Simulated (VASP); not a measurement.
# Ga2O3 (C2/c) in VASP: a series of runs

The runs below take Ga2O3 through single point, with PBE.

All numbers are computed with VASP 6.6.1; they aren't measurements. Logs are shortened: lines on timing, memory, paths and dates and some standing lists are left out, and cuts for length are marked.

**1. The cell of the first run**

Symmetry: C2/c, No. 15, monoclinic system. The conventional cell has a = 8.761 Å, b = 5.057 Å, c = 5.473 Å, α = 90.00°, β = 123.95°, γ = 90.00°. Ga (site symmetry 1) has 6 O at 1.93 to 2.13 Å within 2.6 Å. Within 2.6 Å of O (site symmetry 2) lie 4 Ga at 1.97 to 2.11 Å. Within 2.6 Å of O (site symmetry 1) lie 4 Ga at 1.93 to 2.13 Å.

**2. Single point, PBE (strain -0.0300 x Voigt [0, 0, 0, 1, 0, 0])**

Contents of INCAR:

```
SYSTEM = Ga2O3
  ALGO = Normal
  EDIFF = 1E-6
  ENCUT = 520
  GGA = PE
  ISIF = 2
  ISMEAR = 0
  LASPH = .True.
  LCHARG = .True.
  LELF = .True.
  LREAL = .False.
  LVHAR = .True.
  LWAVE = .False.
  NBANDS = 55
  NELM = 60
  PREC = Accurate
  SIGMA = 0.05
```

Contents of KPOINTS:

```
k-points
0
Gamma
  6 6 6
  0 0 0
```

Contents of POSCAR:

```
Ga2O3
1.0
    2.5287245564      1.3918442751      4.5191358157
   -2.5287245564      1.3918442751      4.5191358157
    0.0000000000     -2.9880351348      4.5848340068
Ga O
4 6
Direct
    0.3558687539      0.3558687539      0.3558687539
    0.1441312461      0.1441312461      0.1441312461
    0.6441312461      0.6441312461      0.6441312461
    0.8558687539      0.8558687539      0.8558687539
    0.5531733332      0.9468266668      0.2500000000
    0.2500000000      0.5531733332      0.9468266668
    0.9468266668      0.2500000000      0.5531733332
    0.4468266668      0.0531733332      0.7500000000
    0.7500000000      0.4468266668      0.0531733332
    0.0531733332      0.7500000000      0.4468266668
```

Potentials or basis: VASP PAW PBE potentials, release 64 (Ga_d, O).

The run is started by

```
> cat potpaw_PBE.64/Ga_d/POTCAR potpaw_PBE.64/O/POTCAR > POTCAR
> mpirun -np 1 vasp_std > vasp.out
```

OUTCAR:

```text
SYSTEM = Ga2O3
   EDIFF = 1E-6
   ENCUT = 520
   GGA = PE
   ISIF = 2
   ISMEAR = 0
   LASPH = .True.
   LREAL = .False.
   NELM = 60
   PREC = Accurate

 ion  position               nearest neighbor table
   1  0.356  0.356  0.356-   9 1.93  10 1.95   8 1.97   7 2.08   5 2.11   6 2.13   2 2.88
   2  0.144  0.144  0.144-  10 1.93   9 1.95   8 1.97   6 2.08   5 2.11   7 2.13   1 2.88
   3  0.644  0.644  0.644-   6 1.93   7 1.95   5 1.97  10 2.08   8 2.11   9 2.13   4 2.88
   4  0.856  0.856  0.856-   7 1.93   6 1.95   5 1.97   9 2.08   8 2.11  10 2.13   3 2.88
   5  0.553  0.947  0.250-   3 1.97   4 1.97   1 2.11   2 2.11
   6  0.250  0.553  0.947-   3 1.93   4 1.95   2 2.08   1 2.13
   7  0.947  0.250  0.553-   4 1.93   3 1.95   1 2.08   2 2.13
   8  0.447  0.053  0.750-   1 1.97   2 1.97   3 2.11   4 2.11
   9  0.750  0.447  0.053-   1 1.93   2 1.95   4 2.08   3 2.13
  10  0.053  0.750  0.447-   2 1.93   1 1.95   3 2.08   4 2.13

  LATTYP: Found a base centered monoclinic cell.
 ALAT       =     8.7607442372
 B/A-ratio  =     0.5772853283
 C/A-ratio  =     0.6246698908
 COS(beta)  =    -0.5585057944

  Lattice vectors:

 A1 = (   2.5287245564,   4.3798794099,  -0.0656981911)
 A2 = (  -2.5287245564,   4.3798794099,  -0.0656981911)
 A3 = (   0.0000000000,  -2.9880351348,   4.5848340068)

Analysis of symmetry for initial positions (statically):
=====================================================================
 Subroutine PRICEL returns:
 Original cell was already a primitive cell.

 Routine SETGRP: Setting up the symmetry group for a
 base centered monoclinic supercell.

 Subroutine GETGRP returns: Found  4 space group operations
 (whereof  2 operations were pure point group operations)
 out of a pool of  4 trial point group operations.

The static configuration has the point symmetry S_2 .
 The point group associated with its full space group is C_2h.

Analysis of symmetry for dynamics (positions and initial velocities):
=====================================================================
 Subroutine PRICEL returns:
 Original cell was already a primitive cell.

 Routine SETGRP: Setting up the symmetry group for a
 base centered monoclinic supercell.

 Subroutine GETGRP returns: Found  4 space group operations
 (whereof  2 operations were pure point group operations)
 out of a pool of  4 trial point group operations.

The dynamic configuration has the point symmetry S_2 .
 The point group associated with its full space group is C_2h.

 Subroutine INISYM returns: Found  4 space group operations
 (whereof  2 operations are pure point group operations),
 and found     1 'primitive' translations

----------------------------------------------------------------------------------------

                                     Primitive cell

  volume of cell :     100.5659

  direct lattice vectors                    reciprocal lattice vectors
     2.528724556  1.391844275  4.519135816     0.197728139  0.115285404  0.075133982
    -2.528724556  1.391844275  4.519135816    -0.197728139  0.115285404  0.075133982
     0.000000000 -2.988035135  4.584834007     0.000000000 -0.227266853  0.069995698

  length of vectors
     5.362300522  5.362300522  5.472573146     0.240898851  0.240898851  0.237801640

  position of ions in fractional coordinates (direct lattice)
     0.355868754  0.355868754  0.355868754
     0.144131246  0.144131246  0.144131246
     0.644131246  0.644131246  0.644131246
     0.855868754  0.855868754  0.855868754
     0.553173333  0.946826667  0.250000000
     0.250000000  0.553173333  0.946826667
     0.946826667  0.250000000  0.553173333
     0.446826667  0.053173333  0.750000000
     0.750000000  0.446826667  0.053173333
     0.053173333  0.750000000  0.446826667

  ion indices of the primitive-cell ions
   primitive index   ion index
                 1           1
                 2           2
                 3           3
                 4           4
                 5           5
                 6           6
                 7           7
                 8           8
                 9           9
                10          10

----------------------------------------------------------------------------------------

 KPOINTS: k-points

Automatic generation of k-mesh.
 Grid dimensions read from file:
 generate k-points for:    6    6    6

 Generating k-lattice:

  Cartesian coordinates                     Fractional coordinates (reciprocal lattice)
     0.032954690  0.019214234  0.012522330     0.166666667  0.000000000  0.000000000
    -0.032954690  0.019214234  0.012522330     0.000000000  0.166666667  0.000000000
     0.000000000 -0.037877809  0.011665950     0.000000000  0.000000000  0.166666667

  Length of vectors
     0.040149809  0.040149809  0.039633607

  Shift w.r.t. Gamma in fractional coordinates (k-lattice)
     0.000000000  0.000000000  0.000000000

 Subroutine IBZKPT returns following result:
 ===========================================

 Found     68 irreducible k-points:

 Following reciprocal coordinates:
            Coordinates               Weight
  0.000000  0.000000  0.000000      1.000000
  0.166667 -0.000000  0.000000      4.000000
  0.333333  0.000000  0.000000      4.000000
  0.500000  0.000000  0.000000      2.000000
  0.166667  0.166667  0.000000      2.000000
  0.333333  0.166667 -0.000000      4.000000
[... 16 lines left out ...]
 -0.333333  0.166667  0.166667      4.000000
 -0.166667  0.166667  0.166667      4.000000
 [... further k-points ...]
   k-points           NKPTS =     68   k-points in BZ     NKDIM =     68   number of bands    NBANDS=     55
   number of dos      NEDOS =    301   number of ions     NIONS =     10
   total plane-waves  NPLWV =  67200
   dimension x,y,z NGX =    40 NGY =   40 NGZ =   42
   dimension x,y,z NGXF=    80 NGYF=   80 NGZF=   84
   ions per type =               4   6
   NGX,Y,Z   is equivalent  to a cutoff of  12.40, 12.40, 12.76 a.u.
   NGXF,Y,Z  is equivalent  to a cutoff of  24.80, 24.80, 25.52 a.u.
 SYSTEM =  Ga2O3
   PREC   = accura    normal or accurate (medium, high low for compatibility)
   ISTART =      0    job   : 0-new  1-cont  2-samecut
   ICHARG =      2    charge: 1-file 2-atom 10-const
   ISPIN  =      1    spin polarized calculation?
   LNONCOLLINEAR =      F non collinear calculations
   LSORBIT =      F    spin-orbit coupling
   LASPH  =      T    aspherical Exc in radial PAW
   ENCUT  =  520.0 eV  38.22 Ry    6.18 a.u.   9.97  9.97 10.18*2*pi/ulx,y,z
   NELM   =     60;   NELMIN=  2; NELMDL= -5     # of ELM steps
   EDIFF  = 0.1E-05   stopping-criterion for ELM
   LREAL  =      F    real-space projection
   EDIFFG = 0.1E-04   stopping-criterion for IOM
   NSW    =      0    number of steps for IOM
   IBRION =     -1    ionic relax: 0-MD 1-quasi-New 2-CG
   NFREE  =      0    steps in history (QN), initial steepest desc. (CG)
   ISIF   =      2    stress and relaxation
   ISYM   =      2    0-nonsym 1-usesym 2-fastsym
   POTIM  = 0.5000    time-step for ionic-motion
   TEBEG  =    0.0;   TEEND  =   0.0 temperature during run
   PSTRESS=    0.0 pullay stress
   NELECT =      88.0000    total number of electrons
   NUPDOWN=      -1.0000    fix difference up-down
   EMIN   =  10.00;   EMAX   =-10.00  energy-range for DOS
   EFERMI =   0.00;   METHOD = LEGACY
   ISMEAR =     0;   SIGMA  =   0.05  broadening in eV -4-tet -1-fermi 0-gaus
   EFERMI_NEDOS =   21; number of points for ismear=-14 and -15
   IALGO  =     38    algorithm
   IMIX   =      4    mixing-type and parameters
     AMIX     =   0.40;   BMIX     =  1.00
     AMIX_MAG =   1.60;   BMIX_MAG =  1.00
  volume/ion in A,a.u.               =      10.06        67.87
  Fermi-wavevector in a.u.,A,eV,Ry     =   1.565857  2.959041 33.360238  2.451908
  Thomas-Fermi vector in A             =   2.668271
   LORBIT       =      0    0 simple, 1 ext, 2 COOP (PROOUT), +10 PAW based schemes
   GGA     = PE    functional components
   LHFCALC =     F    Hartree Fock is set to
   AEXX    =    0.0000 exact exchange contribution
   IVDW    =     0    specifies the selected vdW correction
   LEPSILON=     F    determine dielectric tensor
   LRPA    =     F    only Hartree local field effects (RPA)
 non-spin polarized calculation
 Gauss-broadening in eV      SIGMA  =   0.05
  energy-cutoff  :      520.00
  volume of cell :      100.57
 maximum number of plane-waves:      2729
   NGX = 19   NGY = 19   NGZ = 21

 number of electron      88.0000007 magnetization

 Free energy of the ion-electron system (eV)
  ---------------------------------------------------
  ext. energy  EPLUGINS =         0.00000000
  ---------------------------------------------------
  free energy    TOTEN  =       -59.36760389 eV

  energy without entropy =      -59.36760389  energy(sigma->0) =      -59.36760389

 E-fermi :   4.3660     XC(G=0): -11.9639

 val. band max:        4.1281353702   @ k =  -0.1667   0.0000   0.1667
 cond. band min:       6.5053390091   @ k =   0.0000   0.0000   0.0000
 fundamental gap:      2.3772036389
 Fermi energy:         4.3659787358

 k-point     1 :       0.0000    0.0000    0.0000
  band No.  band energies     occupation
      1     -14.5841      2.00000
      2     -12.7715      2.00000
      3     -12.7557      2.00000
      4     -12.7547      2.00000
      5     -12.6062      2.00000
      6     -12.5923      2.00000
[... 47 lines left out ...]
     54      15.1767      0.00000
     55      16.0694      0.00000

 k-point     2 :       0.1667   -0.0000    0.0000
  band No.  band energies     occupation
      1     -14.4648      2.00000
      2     -12.8566      2.00000
      3     -12.7857      2.00000
      4     -12.7626      2.00000
      5     -12.6492      2.00000
      6     -12.5923      2.00000
[... 47 lines left out ...]
     54      15.6592      0.00000
     55      15.9006      0.00000
[... 1216 lines left out ...]
     54      15.3835      0.00000
     55      16.1983      0.00000

 k-point    24 :      -0.1667    0.1667    0.1667
  band No.  band energies     occupation
      1     -14.1812      2.00000
      2     -13.0446      2.00000
      3     -12.8519      2.00000
      4     -12.7792      2.00000
      5     -12.7242      2.00000
      6     -12.6096      2.00000
[... 47 lines left out ...]
     54      15.3671      0.00000
     55      16.2090      0.00000

 [... further k-points ...]
[... 5 lines left out ...]
  --------------------------------------------------------------------------------------
  -------------------------------------------------------------------------------------
  Total        0.8457915      0.7372495      0.7100958      0.0000000      1.7057837      0.0000000
  in kB       13.4748237     11.7455737     11.3129718      0.0000000     27.1758875      0.0000000
  external PRESSURE =      12.1777898 kB  Pullay stress =       0.0000000 kB

 VOLUME and BASIS-vectors are now :
 -----------------------------------------------------------------------------
  energy-cutoff  :      520.00
  volume of cell :      100.57
      direct lattice vectors                 reciprocal lattice vectors
     2.528724556  1.391844275  4.519135816     0.197728139  0.115285404  0.075133982
    -2.528724556  1.391844275  4.519135816    -0.197728139  0.115285404  0.075133982
     0.000000000 -2.988035135  4.584834007     0.000000000 -0.227266853  0.069995698

 POSITION                                       TOTAL-FORCE (eV/Angst)
 -----------------------------------------------------------------------------------
      0.00000     -0.07272      4.84804         0.054790     -0.184398      0.009261
      0.00000     -0.02945      1.96352         0.054790      0.184398     -0.009261
      0.00000     -0.13163      8.77507        -0.054790      0.184398     -0.009261
      0.00000     -0.17489     11.65959        -0.054790     -0.184398      0.009261
     -0.99544      1.34076      7.92491         0.055557     -0.000000      0.000000
     -0.76664     -1.71126      7.97069        -0.070466     -0.080871     -0.073324
      1.76208      0.01289      7.94483        -0.070466      0.080871      0.073324
      0.99544     -1.54510      5.69819        -0.055557     -0.000000      0.000000
      0.76664      1.50691      5.65241         0.070466      0.080871      0.073324
     -1.76208     -0.21724      5.67828         0.070466     -0.080871     -0.073324
 -----------------------------------------------------------------------------------
    total drift:                               -0.000000      0.000000      0.000000

  FREE ENERGIE OF THE ION-ELECTRON SYSTEM (eV)
  ---------------------------------------------------
  free  energy   TOTEN  =       -59.3676038900 eV

  energy  without entropy=      -59.3676038900  energy(sigma->0) =      -59.36760389
```

Run time: 3.1 min. Hardware: 1 thread of Intel Xeon 6975P-C (Granite Rapids), shared host; peak memory 0.42 GiB.

What came out:

| Item | Value |
| --- | --- |
| Free energy | -59.3676 eV |
| Pressure | 1.2 GPa |
| Largest force | 0.193 eV/Å |
| Band gap on the k mesh | 2.38 eV, indirect (least direct gap 2.61 eV) |

Forces in eV/Å, atoms in the order of the input:
```
Ga   0.055 -0.184  0.009
Ga   0.055  0.184 -0.009
Ga  -0.055  0.184 -0.009
Ga  -0.055 -0.184  0.009
O    0.056  0.000  0.000
O   -0.070 -0.081 -0.073
O   -0.070  0.081  0.073
O   -0.056  0.000  0.000
O    0.070  0.081  0.073
O    0.070 -0.081 -0.073
```

Caveat: the cell differs from its parent crystal (strain -0.0300 x Voigt [0, 0, 0, 1, 0, 0]).

[end of part 1 of 2]
